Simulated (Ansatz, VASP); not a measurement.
One calculation of Zn, two programs

```
Zn
1.0
     2.59268    0.00000    0.00000
    -1.29634    2.24533    0.00000
     0.00000    0.00000    4.89507
Zn
2
Direct
  0.33333 0.66667 0.25000
  0.66667 0.33333 0.75000
```

Alike in both runs: functional PBEsol; k mesh 18 × 18 × 8; occupations gaussian, width 0.1 eV; no spin polarisation.

Ansatz relaxed the structure, and its values are those at the end. VASP's run is a single point on that final structure, the one shown.

```csv
,VASP,Ansatz
version,VASP 6.6.1,Ansatz 0.2.0
potentials or method,"VASP PAW PBE potentials, release 64 (Zn), cutoff 520 eV","scalar-relativistic, plane waves, PAW"
valence electrons in the cell,24,24
```

Ansatz gave:

```
gap on the k mesh at the Fermi level (eV) : none
pressure (GPa)                            : 0.0
```

**Question.** Estimate VASP's values.

**Answer.** gap on the k mesh at the Fermi level (eV): none; pressure (GPa): 0.5.

VASP's potentials were made for PBE, not for PBEsol. A gap of «none» marks a metal or a gap that the smearing closes.
